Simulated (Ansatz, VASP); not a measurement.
GaS in VASP and in Ansatz

```
Ga S
1.0
     3.57951    0.00000    0.00000
    -1.78975    3.09994    0.00000
     0.00000    0.00000   15.56312
Ga S
4 4
Cartesian
  0.0000 2.0666 2.6721
  1.7898 1.0333 10.4537
  0.0000 2.0666 5.1094
  1.7898 1.0333 12.8910
  0.0000 2.0666 9.3823
  1.7898 1.0333 1.6008
  0.0000 2.0666 13.9623
  1.7898 1.0333 6.1808
```

Alike in both runs: task single point; functional r2SCAN; k mesh 12 × 12 × 2; no spin polarisation.

|  | VASP | Ansatz |
| --- | --- | --- |
| version | VASP 6.6.1 | Ansatz 0.2.0 |
| potentials or method | VASP PAW PBE potentials, release 64 (Ga_d, S) | plane waves, PAW |
| plane-wave cutoff (eV) | 550 | 500 |
| occupations | gaussian, width 0.01 eV | fixed |
| valence electrons in the cell | 76 | 76 |

```tsv
	VASP	Ansatz	Ansatz less VASP
gap on the k mesh at the Fermi level (eV)	1.92	1.91	-0.010
pressure (GPa)	0.8	0.8	-0.04
rms of the force components (eV/Å)	0.009	0.016	+0.0069
```

VASP's potentials were made for PBE, not for r2SCAN. Atom by atom the forces differ by 0.012 eV/Å (rms over components).
